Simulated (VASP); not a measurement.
**RbCl: single point with LDA**

Crystal: RbCl.

```
Rb Cl
1.0
     0.00000    3.30642    3.30642
     3.30642    0.00000    3.30642
     3.30642    3.30642    0.00000
Rb Cl
1 1
Direct
  0.00000 0.00000 0.00000
  0.50000 0.50000 0.50000
```

```yaml
Program: VASP 6.6.1
Task: single point
Functional: LDA
Potentials_or_basis: VASP PAW LDA potentials, release 64 (Rb_sv, Cl)
Cutoff: 500 eV
k_mesh: 6 × 6 × 6
Occupations: gaussian, width 0.01 eV
Spin: no spin polarisation
Dipole_correction: no
Further_INCAR_settings: ALGO = Normal; EDIFF = 1e-06; NBANDS = 15
```

```
Pressure               : -1.8 GPa
Band gap on the k mesh : 4.51 eV, direct
```

Levels at points of the mesh, in eV from the valence-band top:
```tsv
k point	band 5	band 6	band 7	band 8	band 9	band 10	band 11	band 12
(0.00, 0.00, 0.00)	-7.93	0.00	0.00	0.00	4.51	7.70	7.70	7.70
(0.50, 0.00, 0.00)	-7.91	-0.91	-0.35	-0.35	7.30	7.58	9.86	9.86
(0.50, 0.50, 0.00)	-8.03	-0.34	-0.11	-0.11	5.86	7.64	9.20	9.87
```

It took 16 s on 1 thread of Intel(R) Xeon(R) Platinum 8488C (Sapphire Rapids), on a shared host, peak memory 0.17 GiB.
